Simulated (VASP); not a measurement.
A run of VASP 6.6.1:

File POSCAR:

```
MgS
1.0
    2.6536830000      2.6536830000      0.0000000000
   -2.6536830000      2.6536830000      0.0000000000
    0.0000000000      2.6536830000      2.5704302000
Mg S
1 1
Direct
    0.0000000000      0.0000000000      0.0000000000
    0.5000000000      0.5000000000      0.0000000000
```

The input INCAR.step1:

```
SYSTEM = MgS
PREC     = Accurate       ! precision mode
ENCUT    = 520            ! plane-wave cutoff, eV
ISMEAR   = 0              ! smearing method
SIGMA    = 0.01           ! smearing width, eV
LREAL    = .False.        ! projectors in reciprocal space
LASPH    = .True.         ! aspherical terms in the spheres
NELM     = 80             ! most SCF steps
NBANDS   = 11             ! bands
GGA      = PE             ! functional
ALGO     = Normal         ! electronic algorithm
EDIFF    = 1E-4           ! SCF threshold, eV
LWAVE    = .True.         ! write WAVECAR
LCHARG   = .False.        ! write CHGCAR
```

Contents of INCAR.step2:

```
SYSTEM = MgS
PREC     = Accurate       ! precision mode
ENCUT    = 520            ! plane-wave cutoff, eV
EDIFF    = 1E-7           ! SCF threshold, eV
ISMEAR   = 0              ! smearing method
SIGMA    = 0.01           ! smearing width, eV
LREAL    = .False.        ! projectors in reciprocal space
LASPH    = .True.         ! aspherical terms in the spheres
NELM     = 80             ! most SCF steps
ALGO     = Normal         ! electronic algorithm
ISIF     = 2              ! what is computed and relaxed
LWAVE    = .False.        ! write WAVECAR
LCHARG   = .False.        ! write CHGCAR
METAGGA  = R2SCAN         ! meta-GGA
LMIXTAU  = .True.       
NBANDS   = 11             ! bands
ISTART   = 1
```

Contents of KPOINTS:

```
regular mesh
0
Gamma
  8 8 8
  0 0 0
```

Potentials or basis: VASP PAW PBE potentials, release 64 (Mg, S).

The run is started by

```console
$ cat potpaw_PBE.64/Mg/POTCAR potpaw_PBE.64/S/POTCAR > POTCAR
$ cp INCAR.step1 INCAR
$ mpirun -np 1 vasp_std > vasp.out
$ cp INCAR.step2 INCAR
$ mpirun -np 1 vasp_std > vasp.out
```

Hardware: 1 thread of Intel(R) Xeon(R) 6975P-C (Granite Rapids) (shared host).

**Question.** How long does it take, and how much memory?

**Answer.** Run time: 77 s on 1 thread of Intel(R) Xeon(R) 6975P-C (Granite Rapids) (shared host), peak memory 0.17 GiB. Counts: k points 59.
